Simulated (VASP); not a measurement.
Input of a VASP 6.6.1 run:

The input INCAR:

```
SYSTEM = CuAu
PREC = Accurate ; ENCUT = 520
EDIFF = 1E-6 ; ISMEAR = -1
SIGMA = 0.08 ; LREAL = .False.
LASPH = .True. ; NELM = 100
ALGO = Normal ; ISIF = 2
LWAVE = .False. ; LCHARG = .False.
GGA = PE ; NBANDS = 18
```

KPOINTS

```
regular mesh
0
Gamma
  12 12 9
  0 0 0
```

Contents of POSCAR:

```
CuAu
1.0
    2.7433273375      0.0000000000      0.0000000000
    0.0000000000      2.7433273375      0.0000000000
    0.0000000000      0.0000000000      3.5957183317
Cu Au
1 1
Direct
    0.5000000000      0.5000000000      0.5000000000
    0.0000000000      0.0000000000      0.0000000000
```

Potentials or basis: VASP PAW PBE potentials, release 64 (Cu, Au).

Launch:

```sh
$ cat potpaw_PBE.64/Cu/POTCAR potpaw_PBE.64/Au/POTCAR > POTCAR
$ mpirun -np 1 vasp_std > vasp.out
```

Predict the band gap on the k mesh.

zero (bands 11 and 12 overlap by 7.48 eV).

What does it give for the pressure?

19.2 GPa.

Stress tensor (GPa, compression positive):
```
19.79  0.00  0.00
 0.00 19.79  0.00
 0.00  0.00 18.13
```

Caveat: the cell stands under pressure; spin-orbit coupling is left out, which moves the levels of the heavy elements.
